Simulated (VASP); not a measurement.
# SbTe2O (P4/mmm) in VASP: a series of runs

Runs on SbTe2O. Level: PBE. Tasks: single point.

Program: VASP 6.6.1. These are calculated values, not measurements. Logs are shortened: lines on timing, memory, paths and dates and some standing lists are left out, and cuts for length are marked.

## Step 1: The cell of the first run

The structure is tetragonal, space group P4/mmm (No. 123). Conventional cell: a = 3.236 Å, b = 3.236 Å, c = 8.410 Å, α = 90.00°, β = 90.00°, γ = 90.00°. Within 4.3 Å of Sb (site symmetry 4/mmm) lie 4 Sb at 3.24 Å and 8 Te at 3.59 Å and 2 O at 4.20 Å. Te (site symmetry 4mm) has 4 O at 2.71 Å and 5 Te at 2.89 to 3.24 Å and 4 Sb at 3.59 Å within 3.6 Å. Within 3.6 Å of O (site symmetry 4/mmm) lie 8 Te at 2.71 Å and 4 O at 3.24 Å.

The cell was generated, and may not be a known phase.

## Step 2: Single point, PBE

Contents of INCAR:

```
ALGO = Normal ; EDIFF = 1E-7
ENCUT = 520 ; GGA = PE
ISIF = 2 ; ISMEAR = 0
LASPH = True ; LCHARG = True
LELF = True ; LREAL = False
LVHAR = True ; LWAVE = False
NBANDS = 20 ; NELM = 100
PREC = Accurate ; SIGMA = 0.1
```

Contents of KPOINTS:

```
k-points
0
Gamma
  6 6 2
```

Contents of POSCAR:

```
SbTe2O
1.0
    3.2357857068      0.0000000000      0.0000000000
    0.0000000000      3.2357857068      0.0000000000
    0.0000000000      0.0000000000      8.4095299233
Sb Te O
1 2 1
Direct
    0.0000000000      0.0000000000      0.5000000000
    0.5000000000      0.5000000000      0.1717284777
    0.5000000000      0.5000000000      0.8282715223
    0.0000000000      0.0000000000      0.0000000000
```

Potentials or basis: VASP PAW PBE potentials, release 64 (Sb, Te, O).

On the command line:

```sh
$ cat potpaw_PBE.64/Sb/POTCAR potpaw_PBE.64/Te/POTCAR potpaw_PBE.64/O/POTCAR > POTCAR
$ mpirun -np 1 vasp_std > vasp.out
```

OUTCAR:

```text
EDIFF = 1E-7
   ENCUT = 520
   GGA = PE
   ISIF = 2
   ISMEAR = 0
   LASPH = True
   LREAL = False
   NELM = 100
   PREC = Accurate

 ion  position               nearest neighbor table
   1  0.000  0.000  0.500-   2 3.59   3 3.59   2 3.59   3 3.59   2 3.59   3 3.59   2 3.59   3 3.59

   2  0.500  0.500  0.172-   4 2.71   4 2.71   4 2.71   4 2.71   3 2.89   1 3.59   1 3.59   1 3.59
                             1 3.59
   3  0.500  0.500  0.828-   4 2.71   4 2.71   4 2.71   4 2.71   2 2.89   1 3.59   1 3.59   1 3.59
                             1 3.59
   4  0.000  0.000  0.000-   2 2.71   3 2.71   2 2.71   3 2.71   2 2.71   3 2.71   2 2.71   3 2.71

  LATTYP: Found a simple tetragonal cell.
 ALAT       =     3.2357857068
 C/A-ratio  =     2.5989143551

  Lattice vectors:

 A1 = (   3.2357857068,   0.0000000000,   0.0000000000)
 A2 = (   0.0000000000,   3.2357857068,   0.0000000000)
 A3 = (   0.0000000000,   0.0000000000,   8.4095299233)

Analysis of symmetry for initial positions (statically):
=====================================================================
 Subroutine PRICEL returns:
 Original cell was already a primitive cell.

 Routine SETGRP: Setting up the symmetry group for a
 simple tetragonal supercell.

 Subroutine GETGRP returns: Found 16 space group operations
 (whereof 16 operations were pure point group operations)
 out of a pool of 16 trial point group operations.

The static configuration has the point symmetry D_4h.

Analysis of symmetry for dynamics (positions and initial velocities):
=====================================================================
 Subroutine PRICEL returns:
 Original cell was already a primitive cell.

 Routine SETGRP: Setting up the symmetry group for a
 simple tetragonal supercell.

 Subroutine GETGRP returns: Found 16 space group operations
 (whereof 16 operations were pure point group operations)
 out of a pool of 16 trial point group operations.

The dynamic configuration has the point symmetry D_4h.

 Subroutine INISYM returns: Found 16 space group operations
 (whereof 16 operations are pure point group operations),
 and found     1 'primitive' translations

[... 87 lines left out ...]
   ISPIN  =      1    spin polarized calculation?
   LNONCOLLINEAR =      F non collinear calculations
   LSORBIT =      F    spin-orbit coupling
   LASPH  =      T    aspherical Exc in radial PAW
   ENCUT  =  520.0 eV  38.22 Ry    6.18 a.u.   6.02  6.02 15.64*2*pi/ulx,y,z
   NELM   =    100;   NELMIN=  2; NELMDL= -5     # of ELM steps
   EDIFF  = 0.1E-06   stopping-criterion for ELM
   LREAL  =      F    real-space projection
   EDIFFG = 0.1E-05   stopping-criterion for IOM
   NSW    =      0    number of steps for IOM
   IBRION =     -1    ionic relax: 0-MD 1-quasi-New 2-CG
   NFREE  =      0    steps in history (QN), initial steepest desc. (CG)
   ISIF   =      2    stress and relaxation
   ISYM   =      2    0-nonsym 1-usesym 2-fastsym
   POTIM  = 0.5000    time-step for ionic-motion
   TEBEG  =    0.0;   TEEND  =   0.0 temperature during run
   PSTRESS=    0.0 pullay stress
   NELECT =      23.0000    total number of electrons
   NUPDOWN=      -1.0000    fix difference up-down
   EMIN   =  10.00;   EMAX   =-10.00  energy-range for DOS
   EFERMI =   0.00;   METHOD = LEGACY
   ISMEAR =     0;   SIGMA  =   0.10  broadening in eV -4-tet -1-fermi 0-gaus
   EFERMI_NEDOS =   21; number of points for ismear=-14 and -15
   IALGO  =     38    algorithm
   IMIX   =      4    mixing-type and parameters
     AMIX     =   0.40;   BMIX     =  1.00
     AMIX_MAG =   1.60;   BMIX_MAG =  1.00
  volume/ion in A,a.u.               =      22.01       148.55
  Fermi-wavevector in a.u.,A,eV,Ry     =   1.046503  1.977603 14.900665  1.095168
  Thomas-Fermi vector in A             =   2.181344
   LORBIT       =      0    0 simple, 1 ext, 2 COOP (PROOUT), +10 PAW based schemes
   GGA     = PE    functional components
   LHFCALC =     F    Hartree Fock is set to
   AEXX    =    0.0000 exact exchange contribution
   IVDW    =     0    specifies the selected vdW correction
   LEPSILON=     F    determine dielectric tensor
   LRPA    =     F    only Hartree local field effects (RPA)
 non-spin polarized calculation
 Gauss-broadening in eV      SIGMA  =   0.10
  energy-cutoff  :      520.00
  volume of cell :       88.05
 maximum number of plane-waves:      2398
   NGX = 13   NGY = 13   NGZ = 31

 number of electron      22.9999996 magnetization

 Free energy of the ion-electron system (eV)
  ---------------------------------------------------
  ext. energy  EPLUGINS =         0.00000000
  ---------------------------------------------------
  free energy    TOTEN  =       -13.96307450 eV

  energy without entropy =      -13.95691748  energy(sigma->0) =      -13.95999599

 E-fermi :   8.2893     XC(G=0): -10.4363

 val. band max:        8.2761616712   @ k =   0.5000   0.5000   0.0000
 cond. band min:       8.3345282494   @ k =   0.3333   0.3333   0.0000
 fundamental gap:      0.0583665782
 Fermi energy:         8.2892879911

 k-point     1 :       0.0000    0.0000    0.0000
  band No.  band energies     occupation
      1     -10.0584      2.00000
      2      -4.5452      2.00000
      3      -4.4572      2.00000
      4      -2.2290      2.00000
      5       3.9803      2.00000
      6       4.5342      2.00000
[... 449 lines left out ...]
     19      14.4081      0.00000
     20      14.4081      0.00000

------------------------ aborting loop because EDIFF is reached ----------------------------------------

  FORCE on cell =-STRESS in cart. coord.  units (eV):
  Direction    XX          YY          ZZ          XY          YZ          ZX
  --------------------------------------------------------------------------------------
  -------------------------------------------------------------------------------------
  Total       -0.1314378     -0.1314378     -0.2375302      0.0000000      0.0000000      0.0000000
  in kB       -2.3916618     -2.3916618     -4.3221344      0.0000000      0.0000000      0.0000000
  external PRESSURE =      -3.0351527 kB  Pullay stress =       0.0000000 kB

 VOLUME and BASIS-vectors are now :
 -----------------------------------------------------------------------------
  energy-cutoff  :      520.00
  volume of cell :       88.05
      direct lattice vectors                 reciprocal lattice vectors
     3.235785707  0.000000000  0.000000000     0.309043951  0.000000000  0.000000000
     0.000000000  3.235785707  0.000000000     0.000000000  0.309043951  0.000000000
     0.000000000  0.000000000  8.409529923     0.000000000  0.000000000  0.118912711

 POSITION                                       TOTAL-FORCE (eV/Angst)
 -----------------------------------------------------------------------------------
      0.00000      0.00000      4.20476         0.000000     -0.000000      0.000000
      1.61789      1.61789      1.44416        -0.000000      0.000000      0.006708
      1.61789      1.61789      6.96537         0.000000      0.000000     -0.006708
      0.00000      0.00000      0.00000         0.000000     -0.000000      0.000000
 -----------------------------------------------------------------------------------
    total drift:                               -0.000000     -0.000000      0.000000

  FREE ENERGIE OF THE ION-ELECTRON SYSTEM (eV)
  ---------------------------------------------------
  free  energy   TOTEN  =       -13.9630745015 eV

  energy  without entropy=      -13.9569174840  energy(sigma->0) =      -13.95999599
```

It took 19 s on 1 thread of Intel Xeon 6975P-C (Granite Rapids), shared host; peak memory 0.2 GiB.

Results:

```
Free energy            : -13.9631 eV
Pressure               : -0.3 GPa
Largest force          : 0.007 eV/Å
Band gap on the k mesh : zero (an odd number of electrons rules out a gap without spin polarisation)
```

Forces on the atoms (eV/Å):
```
Sb   0.000  0.000  0.000
Te   0.000  0.000  0.007
Te   0.000  0.000 -0.007
O    0.000  0.000  0.000
```

Stress tensor (GPa, compression positive):
```
-0.24  0.00  0.00
 0.00 -0.24  0.00
 0.00  0.00 -0.43
```

Levels at points of the mesh, in eV from the Fermi level:
| k point | band 7 | band 8 | band 9 | band 10 | band 11 | band 12 | band 13 | band 14 | band 15 | band 16 |
| --- | --- | --- | --- | --- | --- | --- | --- | --- | --- | --- |
| (0.00, 0.00, 0.00) | -3.29 | -3.29 | -1.30 | 1.65 | 1.65 | 1.82 | 1.82 | 3.71 | 3.91 | 3.91 |
| (0.50, 0.00, 0.00) | -4.24 | -2.97 | -2.40 | -1.88 | -0.19 | 0.13 | 1.38 | 1.78 | 2.99 | 4.79 |
| (0.50, 0.50, 0.00) | -3.65 | -3.65 | -3.24 | -3.06 | -3.06 | -2.97 | -0.01 | -0.01 | 0.27 | 1.61 |
| (0.00, 0.00, 0.50) | -3.29 | -2.79 | 0.45 | 1.27 | 1.27 | 1.36 | 2.33 | 2.33 | 3.79 | 3.79 |
| (0.50, 0.00, 0.50) | -5.16 | -4.56 | -2.40 | -0.38 | -0.37 | -0.13 | 1.78 | 1.79 | 2.97 | 4.79 |
| (0.50, 0.50, 0.50) | -4.26 | -4.26 | -3.14 | -2.74 | -1.86 | -1.86 | -0.83 | -0.83 | -0.03 | 0.63 |

Caveat: the k points lie up to 0.37 Å⁻¹ apart, too coarse for converged energies and pressures of a metal; spin-orbit coupling is left out, which moves the levels of the heavy elements; an odd number of electrons without spin polarisation forces a metal; a magnetic or distorted state may lie lower.

## Step 3: Single point, PBE

This run uses another cell than the first one, of 26.69 Å³/atom.

Contents of INCAR:

```
ALGO = Normal
EDIFF = 1E-6
ENCUT = 520
GGA = PE
ISIF = 2
ISMEAR = 0
LASPH = True
LCHARG = False
LREAL = False
LWAVE = False
NBANDS = 20
NELM = 100
PREC = Accurate
SIGMA = 0.1
```

KPOINTS is that of step 2.

Contents of POSCAR:

```
SbTe2O
1.0
    3.3990142000      0.0000000000      0.0000000000
    0.0000000000      3.3990142000      0.0000000000
    0.0000000000      0.0000000000      9.2392812400
Sb Te O
1 2 1
Direct
    0.0000000000      0.0000000000      0.5000000000
    0.5000000000      0.5000000000      0.2459090100
    0.5000000000      0.5000000000      0.7540909900
    0.0000000000      0.0000000000      0.0000000000
```

Potentials or basis: VASP PAW PBE potentials, release 64 (Sb, Te, O).

On the command line:

```sh
$ cat potpaw_PBE.64/Sb/POTCAR potpaw_PBE.64/Te/POTCAR potpaw_PBE.64/O/POTCAR > POTCAR
$ mpirun -np 1 vasp_std > vasp.out
```

Wall time 31 s (1 thread of Intel Xeon 6975P-C (Granite Rapids), shared host); peak memory 0.24 GiB.

Results (log left out):

| Property | Result |
| --- | --- |
| Free energy | -12.2874 eV |
| Pressure | -6.5 GPa |
| Largest force | 1.051 eV/Å |
| Band gap on the k mesh | zero (an odd number of electrons rules out a gap without spin polarisation) |

Forces in eV/Å, atoms in the order of the input:
```
Sb   0.000  0.000  0.000
Te   0.000  0.000 -1.051
Te   0.000  0.000  1.051
O    0.000  0.000  0.000
```

Stress tensor (GPa, compression positive):
```
-5.21  0.00  0.00
 0.00 -5.21  0.00
 0.00  0.00 -9.11
```

Levels at points of the mesh, in eV from the Fermi level:
```csv
k point,band 7,band 8,band 9,band 10,band 11,band 12,band 13,band 14,band 15,band 16
"(0.00, 0.00, 0.00)",-0.45,-0.43,-0.43,0.39,0.39,1.05,1.05,2.93,3.64,3.64
"(0.50, 0.00, 0.00)",-3.30,-1.28,-1.26,-0.95,-0.02,1.65,1.88,1.94,2.07,3.24
"(0.50, 0.50, 0.00)",-3.37,-3.37,-1.63,-1.63,-1.38,-1.16,-0.30,-0.07,-0.05,-0.05
"(0.00, 0.00, 0.50)",-0.32,-0.32,0.10,0.10,0.75,1.29,1.29,2.28,3.57,3.57
"(0.50, 0.00, 0.50)",-3.66,-2.52,-0.24,-0.02,0.21,1.03,1.50,1.97,2.04,3.24
"(0.50, 0.50, 0.50)",-3.56,-3.56,-1.10,-0.91,-0.91,-0.80,-0.75,-0.71,-0.71,-0.47
```

Caveat: the cell stands under tension; spin-orbit coupling is left out, which moves the levels of the heavy elements; an odd number of electrons without spin polarisation forces a metal; a magnetic or distorted state may lie lower.

The gap in the log of VASP goes by the Fermi energy; the results here count the filled bands.